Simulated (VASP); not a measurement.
# Si2Mo (scanv) (P6_222) in VASP: a series of runs

Runs on Si2Mo (scanv). Level: r2SCAN+rVV10. Tasks: single point.

Program: VASP 6.6.1. These are calculated values, not measurements. Logs are shortened: lines on timing, memory, paths and dates and some standing lists are left out, and cuts for length are marked.

### 1 The cell of the first run

It takes space group P6_222 (No. 180, hexagonal). Conventional cell: a = 4.585 Å, b = 4.585 Å, c = 6.580 Å, α = 90.00°, β = 90.00°, γ = 120.00°. Si (site symmetry 2) has 9 Si at 2.55 to 3.20 Å and 5 Mo at 2.57 to 2.67 Å within 3.4 Å. Mo (site symmetry 222) has 10 Si at 2.57 to 2.67 Å and 4 Mo at 3.17 Å within 3.4 Å.

### 2 Single point, r2SCAN+rVV10

File POSCAR:

```
Si2Mo
1.0
    4.5854715600      0.0000000000      0.0000000000
   -2.2927357800      3.9711348600      0.0000000000
    0.0000000000      0.0000000000      6.5797601000
Si Mo
6 3
Direct
    0.1638729800      0.8361270200      0.8333333300
    0.3277459600      0.1638729800      0.1666666700
    0.8361270200      0.6722540400      0.5000000000
    0.8361270200      0.1638729800      0.8333333300
    0.6722540400      0.8361270200      0.1666666700
    0.1638729800      0.3277459600      0.5000000000
    0.5000000000      0.0000000000      0.5000000000
    0.0000000000      0.5000000000      0.1666666700
    0.5000000000      0.5000000000      0.8333333300
```

File INCAR.step1:

```
SYSTEM = Si2Mo
  PREC = Accurate
  ENCUT = 520
  ISMEAR = 0
  SIGMA = 0.1
  LREAL = .FALSE.
  LASPH = .TRUE.
  NELM = 60
  NBANDS = 43
  GGA = PE
  ALGO = Normal
  EDIFF = 1E-4
  LWAVE = .TRUE.
  LCHARG = .FALSE.
```

File INCAR.step2:

```
SYSTEM = Si2Mo
  PREC = Accurate
  ENCUT = 520
  EDIFF = 1E-7
  ISMEAR = 0
  SIGMA = 0.1
  LREAL = .FALSE.
  LASPH = .TRUE.
  NELM = 60
  ALGO = Normal
  ISIF = 2
  LWAVE = .FALSE.
  LCHARG = .TRUE.
  METAGGA = R2SCAN
  LMIXTAU = .TRUE.
  LUSE_VDW = .TRUE.
  IVDW_NL = 2
  BPARAM = 11.95
  CPARAM = 0.0093
  LELF = .TRUE.
  LVHAR = .TRUE.
  NBANDS = 43
  ISTART = 1
```

File KPOINTS:

```
Automatic mesh
0
G
  6 6 4
  0 0 0
```

Potentials or basis: VASP PAW PBE potentials, release 64 (Si, Mo_sv).

On the command line:

```console
> cat potpaw_PBE.64/Si/POTCAR potpaw_PBE.64/Mo_sv/POTCAR > POTCAR
> cp INCAR.step1 INCAR
> mpirun -np 1 vasp_std > vasp.out
> cp INCAR.step2 INCAR
> mpirun -np 1 vasp_std > vasp.out
```

OUTCAR:

```text
SYSTEM = Si2Mo
   PREC = Accurate
   ENCUT = 520
   EDIFF = 1E-7
   ISMEAR = 0
   LREAL = .FALSE.
   LASPH = .TRUE.
   NELM = 60
   ISIF = 2
   METAGGA = R2SCAN
   IVDW_NL = 2
   BPARAM = 11.95
   ISTART = 1

 ion  position               nearest neighbor table
   1  0.164  0.836  0.833-   3 2.55   2 2.55   7 2.57   8 2.57   4 2.60   9 2.64   9 2.64   9 2.67
                             4 2.67   4 2.67   6 3.15   5 3.15
   2  0.328  0.164  0.167-   6 2.55   1 2.55   7 2.57   9 2.57   5 2.60   8 2.64   8 2.64   8 2.67
                             5 2.67   5 2.67   3 3.15   4 3.15
   3  0.836  0.672  0.500-   1 2.55   5 2.55   8 2.57   9 2.57   6 2.60   7 2.64   7 2.64   7 2.67
                             6 2.67   6 2.67   4 3.15   2 3.15
   4  0.836  0.164  0.833-   6 2.55   5 2.55   7 2.57   8 2.57   1 2.60   9 2.64   9 2.64   9 2.67
                             1 2.67   1 2.67   3 3.15   2 3.15
   5  0.672  0.836  0.167-   3 2.55   4 2.55   7 2.57   9 2.57   2 2.60   8 2.64   8 2.64   8 2.67
                             2 2.67   2 2.67   6 3.15   1 3.15
   6  0.164  0.328  0.500-   2 2.55   4 2.55   8 2.57   9 2.57   3 2.60   7 2.64   7 2.64   7 2.67
                             3 2.67   3 2.67   5 3.15   1 3.15
   7  0.500  0.000  0.500-   1 2.57   2 2.57   4 2.57   5 2.57   6 2.64   3 2.64   6 2.64   3 2.64
                             6 2.67   3 2.67   8 3.17   9 3.17   9 3.17   8 3.17
   8  0.000  0.500  0.167-   3 2.57   6 2.57   4 2.57   1 2.57   5 2.64   2 2.64   2 2.64   5 2.64
                             5 2.67   2 2.67   7 3.17   7 3.17   9 3.17   9 3.17
   9  0.500  0.500  0.833-   3 2.57   6 2.57   5 2.57   2 2.57   1 2.64   4 2.64   1 2.64   4 2.64
                             1 2.67   4 2.67   7 3.17   7 3.17   8 3.17   8 3.17

  LATTYP: Found a hexagonal cell.
 ALAT       =     4.5854715600
 C/A-ratio  =     1.4349146023

  Lattice vectors:

 A1 = (   4.5854715600,   0.0000000000,   0.0000000000)
 A2 = (  -2.2927357800,   3.9711348600,   0.0000000000)
 A3 = (   0.0000000000,   0.0000000000,   6.5797601000)

Analysis of symmetry for initial positions (statically):
=====================================================================
 Subroutine PRICEL returns:
 Original cell was already a primitive cell.

 Routine SETGRP: Setting up the symmetry group for a
 hexagonal supercell.

 Subroutine GETGRP returns: Found 12 space group operations
 (whereof  4 operations were pure point group operations)
 out of a pool of 24 trial point group operations.

The static configuration has the point symmetry D_2 .
 The point group associated with its full space group is D_6 .

Analysis of symmetry for dynamics (positions and initial velocities):
=====================================================================
 Subroutine PRICEL returns:
 Original cell was already a primitive cell.

 Routine SETGRP: Setting up the symmetry group for a
 hexagonal supercell.

 Subroutine GETGRP returns: Found 12 space group operations
 (whereof  4 operations were pure point group operations)
 out of a pool of 24 trial point group operations.

The dynamic configuration has the point symmetry D_2 .
 The point group associated with its full space group is D_6 .

 Subroutine INISYM returns: Found 12 space group operations
 (whereof  4 operations are pure point group operations),
 and found     1 'primitive' translations

----------------------------------------------------------------------------------------

                                     Primitive cell

  volume of cell :     119.8143

  direct lattice vectors                    reciprocal lattice vectors
     4.585471560  0.000000000  0.000000000     0.218080079  0.125908592  0.000000000
    -2.292735780  3.971134860  0.000000000     0.000000000  0.251817185  0.000000000
     0.000000000  0.000000000  6.579760100     0.000000000  0.000000000  0.151981225

  length of vectors
     4.585471560  4.585471561  6.579760100     0.251817185  0.251817185  0.151981225

  position of ions in fractional coordinates (direct lattice)
     0.163872980  0.836127020  0.833333330
     0.327745960  0.163872980  0.166666670
     0.836127020  0.672254040  0.500000000
     0.836127020  0.163872980  0.833333330
     0.672254040  0.836127020  0.166666670
     0.163872980  0.327745960  0.500000000
     0.500000000  0.000000000  0.500000000
     1.000000000  0.500000000  0.166666670
     0.500000000  0.500000000  0.833333330

  ion indices of the primitive-cell ions
   primitive index   ion index
                 1           1
                 2           2
                 3           3
                 4           4
                 5           5
                 6           6
                 7           7
                 8           8
                 9           9

----------------------------------------------------------------------------------------

 KPOINTS: Automatic mesh

Automatic generation of k-mesh.
 Grid dimensions read from file:
 generate k-points for:    6    6    4

 Generating k-lattice:

  Cartesian coordinates                     Fractional coordinates (reciprocal lattice)
     0.036346680  0.020984765  0.000000000     0.166666667 -0.000000000  0.000000000
     0.000000000  0.041969531  0.000000000     0.000000000  0.166666667  0.000000000
     0.000000000  0.000000000  0.037995306     0.000000000  0.000000000  0.250000000

  Length of vectors
     0.041969531  0.041969531  0.037995306

  Shift w.r.t. Gamma in fractional coordinates (k-lattice)
     0.000000000  0.000000000  0.000000000

 Subroutine IBZKPT returns following result:
 ===========================================

 Found     21 irreducible k-points:

 Following reciprocal coordinates:
            Coordinates               Weight
  0.000000  0.000000  0.000000      1.000000
  0.166667  0.000000  0.000000      6.000000
  0.333333  0.000000  0.000000      6.000000
  0.500000  0.000000  0.000000      3.000000
  0.166667  0.166667  0.000000      6.000000
  0.333333  0.166667  0.000000     12.000000
[... 13 lines left out ...]
  0.333333  0.166667  0.500000     12.000000
  0.333333  0.333333  0.500000      2.000000
   k-points           NKPTS =     21   k-points in BZ     NKDIM =     21   number of bands    NBANDS=     43
   number of dos      NEDOS =    301   number of ions     NIONS =      9
   total plane-waves  NPLWV =  64800
   dimension x,y,z NGX =    36 NGY =   36 NGZ =   50
   dimension x,y,z NGXF=    72 NGYF=   72 NGZF=  100
   ions per type =               6   3
   NGX,Y,Z   is equivalent  to a cutoff of  13.05, 13.05, 12.63 a.u.
   NGXF,Y,Z  is equivalent  to a cutoff of  26.10, 26.10, 25.27 a.u.
 SYSTEM =  Si2Mo
   PREC   = accura    normal or accurate (medium, high low for compatibility)
   ISTART =      1    job   : 0-new  1-cont  2-samecut
   ICHARG =      0    charge: 1-file 2-atom 10-const
   ISPIN  =      1    spin polarized calculation?
   LNONCOLLINEAR =      F non collinear calculations
   LSORBIT =      F    spin-orbit coupling
   LASPH  =      T    aspherical Exc in radial PAW
   ENCUT  =  520.0 eV  38.22 Ry    6.18 a.u.   8.53  8.53 12.23*2*pi/ulx,y,z
   NELM   =     60;   NELMIN=  2; NELMDL=  0     # of ELM steps
   EDIFF  = 0.1E-06   stopping-criterion for ELM
   LREAL  =      F    real-space projection
   EDIFFG = 0.1E-05   stopping-criterion for IOM
   NSW    =      0    number of steps for IOM
   IBRION =     -1    ionic relax: 0-MD 1-quasi-New 2-CG
   NFREE  =      0    steps in history (QN), initial steepest desc. (CG)
   ISIF   =      2    stress and relaxation
   ISYM   =      2    0-nonsym 1-usesym 2-fastsym
   POTIM  = 0.5000    time-step for ionic-motion
   TEBEG  =    0.0;   TEEND  =   0.0 temperature during run
   PSTRESS=    0.0 pullay stress
   NELECT =      66.0000    total number of electrons
   NUPDOWN=      -1.0000    fix difference up-down
   EMIN   =  10.00;   EMAX   =-10.00  energy-range for DOS
   EFERMI =   0.00;   METHOD = LEGACY
   ISMEAR =     0;   SIGMA  =   0.10  broadening in eV -4-tet -1-fermi 0-gaus
   EFERMI_NEDOS =   21; number of points for ismear=-14 and -15
   IALGO  =     38    algorithm
   IMIX   =      4    mixing-type and parameters
     AMIX     =   0.40;   BMIX     =  1.00
     AMIX_MAG =   1.60;   BMIX_MAG =  1.00
  volume/ion in A,a.u.               =      13.31        89.84
  Fermi-wavevector in a.u.,A,eV,Ry     =   1.342002  2.536017 24.503685  1.800970
  Thomas-Fermi vector in A             =   2.470191
   LORBIT       =      0    0 simple, 1 ext, 2 COOP (PROOUT), +10 PAW based schemes
   METAGGA = R2SCAN    functional components
   LHFCALC =     F    Hartree Fock is set to
   AEXX    =    0.0000 exact exchange contribution
   IVDW_NL    =     2    kernel type
   BPARAM     =11.9500
   IVDW    =     0    specifies the selected vdW correction
   LEPSILON=     F    determine dielectric tensor
   LRPA    =     F    only Hartree local field effects (RPA)
 non-spin polarized calculation
 Gauss-broadening in eV      SIGMA  =   0.10
  energy-cutoff  :      520.00
  volume of cell :      119.81
 maximum number of plane-waves:      3300
 NGX is ok and might be reduce to    36
   NGX = 17   NGY = 17   NGZ = 25

 number of electron      65.9999996 magnetization

 Free energy of the ion-electron system (eV)
  ---------------------------------------------------
  ext. energy  EPLUGINS =         0.00000000
  ---------------------------------------------------
  free energy    TOTEN  =      -133.90224854 eV

  energy without entropy =     -133.90090534  energy(sigma->0) =     -133.90157694

 E-fermi :  12.9752     XC(G=0): -13.4338

 val. band max:       12.9003683417   @ k =   0.5000   0.0000   0.5000
 cond. band min:      13.0499940397   @ k =   0.5000   0.0000   0.0000
 fundamental gap:      0.1496256980
 Fermi energy:        12.9751811915

 k-point     1 :       0.0000    0.0000    0.0000
  band No.  band energies     occupation
      1     -50.1368      2.00000
      2     -50.1025      2.00000
      3     -50.1025      2.00000
      4     -23.6749      2.00000
      5     -23.6726      2.00000
      6     -23.6726      2.00000
[... 35 lines left out ...]
     42      16.1293      0.00000
     43      16.5923      0.00000

 k-point     2 :       0.1667    0.0000    0.0000
  band No.  band energies     occupation
      1     -50.1347      2.00000
      2     -50.1044      2.00000
      3     -50.1024      2.00000
      4     -23.7059      2.00000
      5     -23.6856      2.00000
      6     -23.6632      2.00000
[... 35 lines left out ...]
     42      16.2318      0.00000
     43      16.8801      0.00000

 k-point     3 :       0.3333    0.0000    0.0000
  band No.  band energies     occupation
      1     -50.1293      2.00000
      2     -50.1095      2.00000
      3     -50.1024      2.00000
      4     -23.7287      2.00000
      5     -23.7024      2.00000
      6     -23.6674      2.00000
[... 35 lines left out ...]
     42      16.4409      0.00000
     43      16.6256      0.00000

 k-point     4 :       0.5000    0.0000    0.0000
  band No.  band energies     occupation
      1     -50.1249      2.00000
      2     -50.1137      2.00000
      3     -50.1024      2.00000
      4     -23.7364      2.00000
      5     -23.7092      2.00000
      6     -23.6699      2.00000
[... 725 lines left out ...]
     42      16.2110      0.00000
     43      16.6009      0.00000

 k-point    20 :       0.3333    0.1667    0.5000
  band No.  band energies     occupation
      1     -50.1248      2.00000
      2     -50.1137      2.00000
      3     -50.1024      2.00000
      4     -23.7309      2.00000
      5     -23.7083      2.00000
      6     -23.6943      2.00000
[... 35 lines left out ...]
     42      16.0818      0.00000
     43      16.3943      0.00000

 k-point    21 :       0.3333    0.3333    0.5000
  band No.  band energies     occupation
      1     -50.1247      2.00000
      2     -50.1081      2.00000
      3     -50.1081      2.00000
      4     -23.7242      2.00000
      5     -23.7127      2.00000
      6     -23.7127      2.00000
[... 35 lines left out ...]
     42      16.3956      0.00000
     43      16.6807      0.00000

------------------------ aborting loop because EDIFF is reached ----------------------------------------

  FORCE on cell =-STRESS in cart. coord.  units (eV):
  Direction    XX          YY          ZZ          XY          YZ          ZX
  --------------------------------------------------------------------------------------
  -------------------------------------------------------------------------------------
  Total       -0.4830532     -0.4830532     -0.5201373      0.0000000      0.0000000      0.0000000
  in kB       -6.4594689     -6.4594689     -6.9553645      0.0000000      0.0000000      0.0000000
  external PRESSURE =      -6.6247674 kB  Pullay stress =       0.0000000 kB

 VOLUME and BASIS-vectors are now :
 -----------------------------------------------------------------------------
  energy-cutoff  :      520.00
  volume of cell :      119.81
      direct lattice vectors                 reciprocal lattice vectors
     4.585471560  0.000000000  0.000000000     0.218080079  0.125908592  0.000000000
    -2.292735780  3.971134860  0.000000000     0.000000000  0.251817185  0.000000000
     0.000000000  0.000000000  6.579760100     0.000000000  0.000000000  0.151981225

 POSITION                                       TOTAL-FORCE (eV/Angst)
 -----------------------------------------------------------------------------------
     -1.16558      3.32037      5.48313        -0.005475      0.003161      0.000000
      1.12715      0.65076      1.09663        -0.005475     -0.003161      0.000000
      2.29274      2.66961      3.28988        -0.000000      0.006322      0.000000
      3.45832      0.65076      5.48313         0.005475     -0.003161     -0.000000
      1.16558      3.32037      1.09663         0.005475      0.003161     -0.000000
      0.00000      1.30152      3.28988         0.000000     -0.006322      0.000000
      2.29274      0.00000      3.28988        -0.000000      0.000000      0.000000
     -1.14637      1.98557      1.09663        -0.000000      0.000000      0.000000
      1.14637      1.98557      5.48313        -0.000000      0.000000      0.000000
 -----------------------------------------------------------------------------------
    total drift:                               -0.000000     -0.000000      0.000059

  FREE ENERGIE OF THE ION-ELECTRON SYSTEM (eV)
  ---------------------------------------------------
  free  energy   TOTEN  =      -133.9022485383 eV

  energy  without entropy=     -133.9009053372  energy(sigma->0) =     -133.90157694
```

Run time: 9.6 min. Hardware: 1 thread of Intel Xeon Platinum 8259CL at 2.50GHz (Skylake/Cascade Lake), shared host; peak memory 0.54 GiB.

What came out:

```
Free energy            : -133.9022 eV
Pressure               : -0.7 GPa
Largest force          : 0.006 eV/Å
Band gap on the k mesh : 0.15 eV, indirect (least direct gap 0.69 eV)
```

Forces in eV/Å, atoms in the order of the input:
```
Si  -0.005  0.003  0.000
Si  -0.005 -0.003  0.000
Si   0.000  0.006  0.000
Si   0.005 -0.003  0.000
Si   0.005  0.003  0.000
Si   0.000 -0.006  0.000
Mo   0.000  0.000  0.000
Mo   0.000  0.000  0.000
Mo   0.000  0.000  0.000
```

Caveat: the PAW data sets were made with another functional, which shifts forces and pressure a little. A k mesh can miss the band edges.

### 3 Single point, r2SCAN+rVV10

This run uses another cell than the first one, of 13.25 Å³/atom, 0.995 times its volume.

File POSCAR:

```
Si2Mo
1.0
    4.5773432357      0.0000000000      0.0000000000
   -2.2886716179      3.9640955240      0.0000000000
    0.0000000000      0.0000000000      6.5696634928
Si Mo
6 3
Direct
    0.1638879536      0.8361120464      0.8333333333
    0.3277759073      0.1638879536      0.1666666667
    0.8361120464      0.6722240927      0.5000000000
    0.8361120464      0.1638879536      0.8333333333
    0.6722240927      0.8361120464      0.1666666667
    0.1638879536      0.3277759073      0.5000000000
    0.5000000000      0.0000000000      0.5000000000
    0.0000000000      0.5000000000      0.1666666667
    0.5000000000      0.5000000000      0.8333333333
```

File INCAR.step1:

```
SYSTEM = Si2Mo
ALGO = Normal
EDIFF = 1E-4
ENCUT = 520
GGA = PE
ISMEAR = 0
LASPH = .TRUE.
LCHARG = .FALSE.
LREAL = .FALSE.
LWAVE = .TRUE.
NBANDS = 43
NELM = 60
PREC = Accurate
SIGMA = 0.01
```

File INCAR.step2:

```
SYSTEM = Si2Mo
ALGO = Normal
BPARAM = 11.95
CPARAM = 0.0093
EDIFF = 1E-7
ENCUT = 520
ISIF = 2
ISMEAR = 0
ISTART = 1
IVDW_NL = 2
LASPH = .TRUE.
LCHARG = .FALSE.
LMIXTAU = .TRUE.
LREAL = .FALSE.
LUSE_VDW = .TRUE.
LWAVE = .FALSE.
METAGGA = R2SCAN
NBANDS = 43
NELM = 60
PREC = Accurate
SIGMA = 0.01
```

File KPOINTS:

```
k-points
0
G
  9 9 6
  0 0 0
```

Potentials or basis: VASP PAW PBE potentials, release 64 (Si, Mo_sv).

On the command line:

```console
> cat potpaw_PBE.64/Si/POTCAR potpaw_PBE.64/Mo_sv/POTCAR > POTCAR
> cp INCAR.step1 INCAR
> mpirun -np 1 vasp_std > vasp.out
> cp INCAR.step2 INCAR
> mpirun -np 1 vasp_std > vasp.out
```

Run time: 19 min. Hardware: 1 thread of Intel Xeon Platinum 8259CL at 2.50GHz (Skylake/Cascade Lake), shared host; peak memory 0.6 GiB.

Results (log left out):

* Free energy: -133.9043 eV
* Pressure: 0.5 GPa
* Largest force: 0.009 eV/Å
* Band gap on the k mesh: 0.28 eV, indirect (least direct gap 0.75 eV)

Forces in eV/Å, atoms in the order of the input:
```
Si  -0.008  0.005  0.000
Si  -0.008 -0.005  0.000
Si   0.000  0.009  0.000
Si   0.008 -0.005  0.000
Si   0.008  0.005  0.000
Si   0.000 -0.009  0.000
Mo   0.000  0.000  0.000
Mo   0.000  0.000  0.000
Mo   0.000  0.000  0.000
```

Levels at points of the mesh, in eV from the valence-band top:
```csv
k point,band 31,band 32,band 33,band 34,band 35,band 36
"(0.00, 0.00, 0.00)",-2.86,-2.20,-0.80,2.31,2.64,2.64
"(0.00, 0.00, 0.50)",-2.21,-0.70,-0.70,2.13,2.60,2.67
```

Caveat: the PAW data sets were made with another functional, which shifts forces and pressure a little. A k mesh can miss the band edges.
